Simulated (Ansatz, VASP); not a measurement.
Si in VASP and in Ansatz

```
CELL_PARAMETERS angstrom
10.86000 0.00000 0.00000
0.00000 10.86000 0.00000
0.00000 0.00000 10.86000
ATOMIC_POSITIONS crystal
Si 0.49947 0.99951 0.99947
Si 0.62500 0.12500 0.12500
Si 0.75053 0.25049 0.99947
Si 0.87514 0.37486 0.12482
Si 0.75053 0.99951 0.25053
Si 0.87634 0.12640 0.37634
Si 0.00032 0.00032 0.00040
Si 0.12500 0.12500 0.12500
Si 0.24968 0.24968 0.00040
Si 0.37486 0.37486 0.12518
Si 0.50020 0.50020 0.00020
Si 0.62500 0.62500 0.12500
Si 0.74980 0.74980 0.00020
Si 0.87514 0.87514 0.12518
Si 0.24968 0.00032 0.24960
Si 0.37366 0.12360 0.37634
Si 0.49947 0.25049 0.25053
Si 0.62482 0.37486 0.37514
Si 0.74980 0.50020 0.24980
Si 0.87514 0.62518 0.37514
Si 0.50040 0.00032 0.50032
Si 0.62500 0.12500 0.62500
Si 0.74960 0.24968 0.50032
Si 0.87634 0.37366 0.62360
Si 0.74960 0.00032 0.74968
Si 0.87634 0.12360 0.87366
Si 0.99951 0.49947 0.99947
Si 0.12500 0.62500 0.12500
Si 0.25049 0.75053 0.99947
Si 0.37486 0.87514 0.12482
Si 0.00032 0.24968 0.24960
Si 0.12360 0.37366 0.37634
Si 0.25049 0.49947 0.25053
Si 0.37486 0.62482 0.37514
Si 0.50020 0.74980 0.24980
Si 0.62518 0.87514 0.37514
Si 0.00074 0.00074 0.50074
Si 0.24926 0.00074 0.74926
Si 0.24926 0.24926 0.50074
Si 0.37366 0.37366 0.62640
Si 0.49947 0.49947 0.49951
Si 0.62500 0.62500 0.62500
Si 0.75053 0.75053 0.49951
Si 0.87634 0.87634 0.62640
Si 0.37366 0.12640 0.87366
Si 0.50040 0.24968 0.74968
Si 0.62518 0.37486 0.87486
Si 0.75053 0.49947 0.75049
Si 0.87514 0.62482 0.87486
Si 0.99951 0.75053 0.25053
Si 0.12640 0.87634 0.37634
Si 0.00032 0.50040 0.50032
Si 0.12500 0.62500 0.62500
Si 0.24968 0.74960 0.50032
Si 0.37366 0.87634 0.62360
Si 0.00074 0.24926 0.74926
Si 0.12640 0.37366 0.87366
Si 0.24968 0.50040 0.74968
Si 0.37486 0.62518 0.87486
Si 0.49947 0.75053 0.75049
Si 0.62482 0.87514 0.87486
Si 0.00032 0.74960 0.74968
Si 0.12360 0.87634 0.87366
```

Alike in both runs: functional LDA; k mesh 1 × 1 × 1; occupations gaussian, width 0.05 eV; no spin polarisation.

Ansatz relaxed the structure, and its values are those at the end. VASP's run is a single point on that final structure, the one shown.

|  | VASP | Ansatz |
| --- | --- | --- |
| version | VASP 6.6.1 | Ansatz 0.2.0 |
| potentials or method | VASP PAW LDA potentials, release 64 (Si), cutoff 520 eV | scalar-relativistic, plane waves, PAW |
| valence electrons in the cell | 252 | 252 |

|  | VASP | Ansatz | Ansatz less VASP |
| --- | --- | --- | --- |
| rms of the force components (eV/Å) | 0.003 | 0.003 | +0.0006 |

Ansatz warns that its potentials were made for another functional, while VASP's fit it. LDA's correlation is that of Perdew and Zunger in VASP and of Perdew and Wang (1992) in Ansatz.
